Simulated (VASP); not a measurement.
A run of VASP 6.6.1 is set up as follows.

Contents of INCAR:

```
SYSTEM = Sn
PREC     = Accurate       ! precision mode
ENCUT    = 520            ! plane-wave cutoff, eV
EDIFF    = 1E-6           ! SCF threshold, eV
ISMEAR   = -1             ! smearing method
SIGMA    = 0.1            ! smearing width, eV
LREAL    = .FALSE.        ! projectors in reciprocal space
LASPH    = .TRUE.         ! aspherical terms in the spheres
NELM     = 100            ! most SCF steps
ALGO     = Normal         ! electronic algorithm
ISIF     = 2              ! what is computed and relaxed
LWAVE    = .FALSE.        ! write WAVECAR
LCHARG   = .TRUE.         ! write CHGCAR
GGA      = PS             ! functional
LELF     = .TRUE.         ! ELF
LVHAR    = .TRUE.       
NBANDS   = 13             ! bands
```

Contents of KPOINTS:

```
regular mesh
0
G
  12 12 12
  0 0 0
```

The input POSCAR:

```
Sn
1.0
   -1.7120295829      1.7606257315      2.3186911382
    1.7120295829     -1.7606257315      2.3186911382
    1.7120295829      1.7606257315     -2.3186911382
Sn
1
Direct
    0.0000000000      0.0000000000      0.0000000000
```

Potentials or basis: VASP PAW PBE potentials, release 64 (Sn_d).

Launch:

```bash
$ cat potpaw_PBE.64/Sn_d/POTCAR > POTCAR
$ mpirun -np 1 vasp_std > vasp.out
```

Problem. Estimate the band gap on the k mesh.

Solution. Zero (band 7 reaches 14.86 eV, above the bottom of band 8 at 5.66 eV).

Problem. Predict the pressure.

Solution. -2.7 GPa.

Stress tensor (GPa, compression positive):
```
-2.27  0.00  0.00
 0.00 -2.97  0.00
 0.00  0.00 -2.83
```

Caveat: the PAW data sets were made with another functional, which shifts forces and pressure a little; spin-orbit coupling is left out, which moves the levels of the heavy elements.
